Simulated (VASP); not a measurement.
# Na (P6_3/mmc) in VASP: notebook, part 3 of 3

VASP 6.6.1. Earlier steps stand in the parts before.

### Step 6. Relaxation of cell and atoms, PBEsol

This run uses another cell than the first one, of 36.24 Å³/atom, 1.047 times its volume.

INCAR

```
ALGO     = Normal         # electronic algorithm
EDIFF    = 1E-6           # SCF threshold, eV
EDIFFG   = -0.005         # ionic threshold
ENCUT    = 600            # plane-wave cutoff, eV
GGA      = PS             # functional
IBRION   = 2              # ionic algorithm
ISIF     = 3              # what is computed and relaxed
ISMEAR   = -1             # smearing method
LASPH    = True           # aspherical terms in the spheres
LCHARG   = False          # write CHGCAR
LREAL    = False          # projectors in reciprocal space
LWAVE    = False          # write WAVECAR
NELM     = 100            # most SCF steps
NSW      = 60             # ionic steps
PREC     = Accurate       # precision mode
SIGMA    = 0.08           # smearing width, eV
```

KPOINTS

```
k-points
0
Gamma
  12 12 7
```

POSCAR

```
Na
1.0
    3.7245815232      0.0000000000      0.0000000000
   -1.8622907616      3.2255822176      0.0000000000
    0.0000000000      0.0000000000      6.0338220676
Na
2
Direct
    0.3333333333      0.6666666667      0.2500000000
    0.6666666667      0.3333333333      0.7500000000
```

Potentials or basis: VASP PAW PBE potentials, release 64 (Na_pv).

On the command line:

```bash
cat potpaw_PBE.64/Na_pv/POTCAR > POTCAR
mpirun -np 1 vasp_std > vasp.out
```

OUTCAR:

```text
EDIFF = 1E-6
   EDIFFG = -0.005
   ENCUT = 600
   GGA = PS
   IBRION = 2
   ISIF = 3
   ISMEAR = -1
   LASPH = True
   LREAL = False
   NELM = 100
   NSW = 60
   PREC = Accurate

 ion  position               nearest neighbor table
   1  0.333  0.667  0.250-
   2  0.667  0.333  0.750-

  LATTYP: Found a hexagonal cell.
 ALAT       =     3.7245815232
 C/A-ratio  =     1.6200000000

  Lattice vectors:

 A1 = (   3.7245815232,   0.0000000000,   0.0000000000)
 A2 = (  -1.8622907616,   3.2255822176,   0.0000000000)
 A3 = (   0.0000000000,   0.0000000000,   6.0338220676)

Analysis of symmetry for initial positions (statically):
=====================================================================
 Subroutine PRICEL returns:
 Original cell was already a primitive cell.

 Routine SETGRP: Setting up the symmetry group for a
 hexagonal supercell.

 Subroutine GETGRP returns: Found 24 space group operations
 (whereof 12 operations were pure point group operations)
 out of a pool of 24 trial point group operations.

The static configuration has the point symmetry D_3d.
 The point group associated with its full space group is D_6h.

Analysis of symmetry for dynamics (positions and initial velocities):
=====================================================================
 Subroutine PRICEL returns:
 Original cell was already a primitive cell.

 Routine SETGRP: Setting up the symmetry group for a
 hexagonal supercell.

 Subroutine GETGRP returns: Found 24 space group operations
 (whereof 12 operations were pure point group operations)
 out of a pool of 24 trial point group operations.

The dynamic configuration has the point symmetry D_3d.
 The point group associated with its full space group is D_6h.

 Subroutine INISYM returns: Found 24 space group operations
 (whereof 12 operations are pure point group operations),
 and found     1 'primitive' translations

----------------------------------------------------------------------------------------

                                     Primitive cell

  volume of cell :      72.4900

  direct lattice vectors                    reciprocal lattice vectors
     3.724581523  0.000000000  0.000000000     0.268486538  0.155010775  0.000000000
    -1.862290762  3.225582218  0.000000000     0.000000000  0.310021550  0.000000000
     0.000000000  0.000000000  6.033822068     0.000000000  0.000000000  0.165732431

  length of vectors
     3.724581523  3.724581523  6.033822068     0.310021550  0.310021550  0.165732431

  position of ions in fractional coordinates (direct lattice)
     0.333333333  0.666666667  0.250000000
     0.666666667  0.333333333  0.750000000

  ion indices of the primitive-cell ions
   primitive index   ion index
                 1           1
                 2           2

----------------------------------------------------------------------------------------

 KPOINTS: k-points

Automatic generation of k-mesh.
 Grid dimensions read from file:
 generate k-points for:   12   12    7

[... 45 lines left out ...]
   k-points           NKPTS =     76   k-points in BZ     NKDIM =     76   number of bands    NBANDS=     11
   number of dos      NEDOS =    301   number of ions     NIONS =      2
   total plane-waves  NPLWV =  43200
   dimension x,y,z NGX =    30 NGY =   30 NGZ =   48
   dimension x,y,z NGXF=    60 NGYF=   60 NGZF=   96
   ions per type =               2
   NGX,Y,Z   is equivalent  to a cutoff of  13.39, 13.39, 13.23 a.u.
   NGXF,Y,Z  is equivalent  to a cutoff of  26.78, 26.78, 26.45 a.u.
 SYSTEM =  unknown system
   PREC   = accura    normal or accurate (medium, high low for compatibility)
   ISTART =      0    job   : 0-new  1-cont  2-samecut
   ICHARG =      2    charge: 1-file 2-atom 10-const
   ISPIN  =      1    spin polarized calculation?
   LNONCOLLINEAR =      F non collinear calculations
   LSORBIT =      F    spin-orbit coupling
   LASPH  =      T    aspherical Exc in radial PAW
   ENCUT  =  600.0 eV  44.10 Ry    6.64 a.u.   7.44  7.44 12.05*2*pi/ulx,y,z
   NELM   =    100;   NELMIN=  2; NELMDL= -5     # of ELM steps
   EDIFF  = 0.1E-05   stopping-criterion for ELM
   LREAL  =      F    real-space projection
   EDIFFG = -.5E-02   stopping-criterion for IOM
   NSW    =     60    number of steps for IOM
   IBRION =      2    ionic relax: 0-MD 1-quasi-New 2-CG
   NFREE  =      1    steps in history (QN), initial steepest desc. (CG)
   ISIF   =      3    stress and relaxation
   ISYM   =      2    0-nonsym 1-usesym 2-fastsym
   POTIM  = 0.5000    time-step for ionic-motion
   TEBEG  =    0.0;   TEEND  =   0.0 temperature during run
   PSTRESS=    0.0 pullay stress
   NELECT =      14.0000    total number of electrons
   NUPDOWN=      -1.0000    fix difference up-down
   EMIN   =  10.00;   EMAX   =-10.00  energy-range for DOS
   EFERMI =   0.00;   METHOD = LEGACY
   ISMEAR =    -1;   SIGMA  =   0.08  broadening in eV -4-tet -1-fermi 0-gaus
   EFERMI_NEDOS =   21; number of points for ismear=-14 and -15
   IALGO  =     38    algorithm
   IMIX   =      4    mixing-type and parameters
     AMIX     =   0.40;   BMIX     =  1.00
     AMIX_MAG =   1.60;   BMIX_MAG =  1.00
  volume/ion in A,a.u.               =      36.24       244.59
  Fermi-wavevector in a.u.,A,eV,Ry     =   0.946291  1.788231 12.183569  0.895467
  Thomas-Fermi vector in A             =   2.074275
   LORBIT       =      0    0 simple, 1 ext, 2 COOP (PROOUT), +10 PAW based schemes
   GGA     = PS    functional components
   LHFCALC =     F    Hartree Fock is set to
   AEXX    =    0.0000 exact exchange contribution
   IVDW    =     0    specifies the selected vdW correction
   LEPSILON=     F    determine dielectric tensor
   LRPA    =     F    only Hartree local field effects (RPA)
 conjugate gradient relaxation of ions
 non-spin polarized calculation
  energy-cutoff  :      600.00
  volume of cell :       72.49
 maximum number of plane-waves:      2448
 NGX is ok and might be reduce to    30
   NGX = 15   NGY = 15   NGZ = 25

--------------------------------------- Ionic step        1  -------------------------------------------

 number of electron      14.0000000 magnetization

 Free energy of the ion-electron system (eV)
  ---------------------------------------------------
  ext. energy  EPLUGINS =         0.00000000
  ---------------------------------------------------
  free energy    TOTEN  =        -2.80977155 eV

  energy without entropy =       -2.78928829  energy(sigma->0) =       -2.79952992

------------------------ aborting loop because EDIFF is reached ----------------------------------------

  FORCE on cell =-STRESS in cart. coord.  units (eV):
  Direction    XX          YY          ZZ          XY          YZ          ZX
  --------------------------------------------------------------------------------------
  -------------------------------------------------------------------------------------
  Total        0.0166087      0.0166087      0.0332304      0.0000000      0.0000000      0.0000000
  in kB        0.3670869      0.3670869      0.7344604      0.0000000      0.0000000      0.0000000
  external PRESSURE =       0.4895448 kB  Pullay stress =       0.0000000 kB
[... 59 lines left out ...]
--------------------------------------- Ionic step        3  -------------------------------------------

 number of electron      14.0000000 magnetization

 Free energy of the ion-electron system (eV)
  ---------------------------------------------------
  ext. energy  EPLUGINS =         0.00000000
  ---------------------------------------------------
  free energy    TOTEN  =        -2.80979975 eV

  energy without entropy =       -2.78926902  energy(sigma->0) =       -2.79953439

 E-fermi :   0.3616     XC(G=0):  -6.5538

 val. band max:        0.3516833856   @ k =   0.1667   0.1667   0.2857
 cond. band min:       0.3698171272   @ k =   0.0833   0.0833   0.1429
 fundamental gap:      0.0181337416
 Fermi energy:         0.3615619861

 k-point     1 :       0.0000    0.0000    0.0000
  band No.  band energies     occupation
      1     -24.4410      2.00000
      2     -24.4078      2.00000
      3     -24.4078      2.00000
      4     -24.4022      2.00000
      5     -24.4022      2.00000
      6     -24.4022      2.00000
      7      -2.9589      2.00000
      8       0.9428      0.00140
      9       1.3957      0.00000
     10      10.3913      0.00000
     11      10.3913      0.00000
[... 309 lines left out ...]
 k-point    24 :       0.3333    0.0000    0.1429
  band No.  band energies     occupation
      1     -24.4326      2.00000
      2     -24.4258      2.00000
      3     -24.4236      2.00000
      4     -24.4138      2.00000
      5     -24.4077      2.00000
      6     -24.4064      2.00000
      7      -1.2401      2.00000
      8       1.6016      0.00000
      9       3.3009      0.00000
     10       4.1692      0.00000
     11       6.1146      0.00000

 [... further k-points ...]
[... 5 lines left out ...]
  --------------------------------------------------------------------------------------
  -------------------------------------------------------------------------------------
  Total       -0.0041664     -0.0041664      0.0096139      0.0000000      0.0000000      0.0000000
  in kB       -0.0918565     -0.0918565      0.2119591      0.0000000      0.0000000      0.0000000
  external PRESSURE =       0.0094154 kB  Pullay stress =       0.0000000 kB
[... 17 lines left out ...]
  FREE ENERGIE OF THE ION-ELECTRON SYSTEM (eV)
  ---------------------------------------------------
  free  energy   TOTEN  =        -2.8097997514 eV

  energy  without entropy=       -2.7892690192  energy(sigma->0) =       -2.79953439

 reached required accuracy - stopping structural energy minimisation
```

It took 67 s on 1 thread of Intel Xeon Platinum 8259CL at 2.50GHz (Skylake/Cascade Lake), shared host; peak memory 0.22 GiB.

Results:

- Free energy: -2.8098 eV
- Relaxed volume: 36.34 Å³/atom
- Relaxed cell: a = 3.727 Å, b = 3.727 Å, c = 6.041 Å, α = 90.00°, β = 90.00°, γ = 120.00°
- Space group after relaxing (to 0.05 Å): P6_3/mmc (No. 194)
- Energy gained by relaxing: 0.0 meV/atom
- Ionic steps: 3
- Pressure after relaxing: 0.0 GPa
- Band gap on the k mesh: zero (band 7 reaches 2.35 eV, above the bottom of band 8 at -1.58 eV)

Final structure:
```
Na
1.0
     3.72690    0.00000    0.00000
    -1.86345    3.22759    0.00000
     0.00000    0.00000    6.04133
Na
2
Direct
  0.33333 0.66667 0.25000
  0.66667 0.33333 0.75000
```

Levels at points of the mesh, in eV from the Fermi level:
| k point | band 3 | band 4 | band 5 | band 6 | band 7 | band 8 | band 9 | band 10 | band 11 |
| --- | --- | --- | --- | --- | --- | --- | --- | --- | --- |
| (0.00, 0.00, 0.00) | -24.77 | -24.76 | -24.76 | -24.76 | -3.32 | 0.58 | 1.03 | 10.03 | 10.03 |
| (0.50, 0.00, 0.00) | -24.79 | -24.78 | -24.77 | -24.77 | 0.22 | 0.35 | 3.90 | 3.93 | 4.46 |

Caveat: the PAW data sets were made with another functional, which shifts forces and pressure a little.

### Step 7. The runs side by side

```tsv
task	cell	cutoff (eV)	gap on the mesh (eV)	pressure (GPa)
single point	a = 3.664, b = 3.664, c = 5.951 Å, angles 90.0, 90.0, 120.0°, 2 atoms	520	none	0.4
single point	a = 3.728, b = 3.728, c = 6.054 Å, angles 90.0, 90.0, 120.0°, 2 atoms	520	none	0.0
relaxation of shape and atoms at fixed volume	relaxed from a = 2.746, b = 2.746, c = 4.461 Å, angles 90.0, 90.0, 120.0°, 2 atoms	600	none	40.1
relaxation of shape and atoms at fixed volume	relaxed from a = 3.664, b = 3.664, c = 5.951 Å, angles 90.0, 90.0, 120.0°, 2 atoms	600	none	0.4
relaxation of cell and atoms	relaxed from a = 3.725, b = 3.725, c = 6.034 Å, angles 90.0, 90.0, 120.0°, 2 atoms	600	none	0.0
```

Alike in all rows: level PBEsol; potentials or basis VASP PAW PBE potentials, release 64 (Na_pv); no spin polarisation; k mesh 12 × 12 × 7; smearing fermi-dirac 0.08 eV.

Caveats: the PAW data sets were made with another functional, which shifts forces and pressure a little; the relaxation stopped at its first step, so nothing moved (some runs).

Total energies depend on the potentials used, so only differences within one code and one set of settings carry meaning.
